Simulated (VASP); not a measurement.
Here is a VASP 6.6.1 calculation.

File INCAR:

```
PREC     = Accurate       # precision mode
ENCUT    = 520            # plane-wave cutoff, eV
EDIFF    = 1E-6           # SCF threshold, eV
ISMEAR   = -1             # smearing method
SIGMA    = 0.1            # smearing width, eV
LREAL    = False          # projectors in reciprocal space
LASPH    = True           # aspherical terms in the spheres
NELM     = 60             # most SCF steps
ALGO     = Normal         # electronic algorithm
ISIF     = 2              # what is computed and relaxed
LWAVE    = False          # write WAVECAR
LCHARG   = True           # write CHGCAR
GGA      = CA             # functional
LELF     = True           # ELF
LVHAR    = True         
NBANDS   = 11             # bands
```

Contents of KPOINTS:

```
regular mesh
0
Gamma
  18 18 18
```

The input POSCAR:

```
BeS
1.0
    0.0000000000      2.3981669820      2.3981669820
    2.3981669820      0.0000000000      2.3981669820
    2.3981669820      2.3981669820      0.0000000000
Be S
1 1
Direct
    0.0000000000      0.0000000000      0.0000000000
    0.7500000000      0.7500000000      0.7500000000
```

Potentials or basis: VASP PAW LDA potentials, release 64 (Be, S).

Launch:

```sh
$ cat potpaw_LDA.64/Be/POTCAR potpaw_LDA.64/S/POTCAR > POTCAR
$ mpirun -np 1 vasp_std > vasp.out
```

Problem. What does it give for the band gap on the k mesh?

Solution. 2.83 eV (least direct gap 5.52 eV).

Problem. What does it give for the pressure?

Solution. 0.0 GPa.

A k mesh can miss the band edges.
